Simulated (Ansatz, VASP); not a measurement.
# Two plane-wave programs on InGaO

Contents of INCAR:

```
PREC = Accurate
ENCUT = 600
EDIFF = 1E-6
ISMEAR = 0
SIGMA = 0.1
LREAL = False
LASPH = True
NELM = 80
ALGO = Fast
ISIF = 3
LWAVE = False
LCHARG = False
GGA = PE
IBRION = 2
NSW = 100
EDIFFG = -0.01
```

File KPOINTS:

```
regular mesh
0
Gamma
  12 12 12
```

POSCAR

```
InGaO
1.0
    3.9033628279      0.0000000000      0.0000000000
    0.0000000000      4.0378274840      0.0000000000
    0.0000000000      0.0000000000      4.1036483014
In Ga O
1 1 1
Direct
    0.0000000000      0.0000000000      0.0000000000
    0.5000000000      0.5000000000      0.5000000000
    0.0000000000      0.5000000000      0.5000000000
```

Input for Ansatz:

```yaml
crystal:
  lattice:
    - [3.9033628279, 0.0, 0.0]
    - [0.0, 4.037827484, 0.0]
    - [0.0, 0.0, 4.1036483014]
  atoms:
    - { symbol: In, position: [0.0, 0.0, 0.0] }
    - { symbol: Ga, position: [0.5, 0.5, 0.5] }
    - { symbol: O, position: [0.0, 0.5, 0.5] }
basis:
  ecutwfc: 420
kpoints:
  mp_grid: { grid: [12, 12, 12] }
hamiltonian:
  xc: pbe
scf:
  occupations: { method: gaussian, width: 0.1 }
output:
  forces: true
  stress: true
  eigenvalues: true
  write_density: true
  write_potential: true
  elf: true
  volumetric_format: npy
relax:
  adjacent_minimum: "off"
  f_tol: 0.01
  max_steps: 80
  cell: { stress_tol: 0.05 }
```

Change from the starting cell: species swapped into the TbCoC type (Pmmm, No. 47).

Alike in both runs: task relaxation of cell and atoms; functional PBE; k mesh 12 × 12 × 12; occupations gaussian, width 0.1 eV; no spin polarisation.

```csv
,VASP,Ansatz
version,VASP 6.6.1,Ansatz 0.2.0
potentials or method,"VASP PAW PBE potentials, release 64 (In_d, Ga_d, O), cutoff 600 eV","scalar-relativistic, plane waves, PAW"
valence electrons in the cell,32,32
```

Ansatz gave:

- gap on the k mesh at the Fermi level, each at its own relaxed structure (eV): none
- relaxed volume (Å³/atom): 21.06
- relaxed length of the cell vector where the two differ most in proportion (Å): 3.508

Q: Estimate VASP's values.

A: gap on the k mesh at the Fermi level, each at its own relaxed structure (eV): none; relaxed volume (Å³/atom): 21.69; relaxed length of the cell vector where the two differ most in proportion (Å): 4.044.

A gap of «none» marks a metal or a gap that the smearing closes. One of these differences is far larger than is usual between the two programs; its cause wasn't traced.
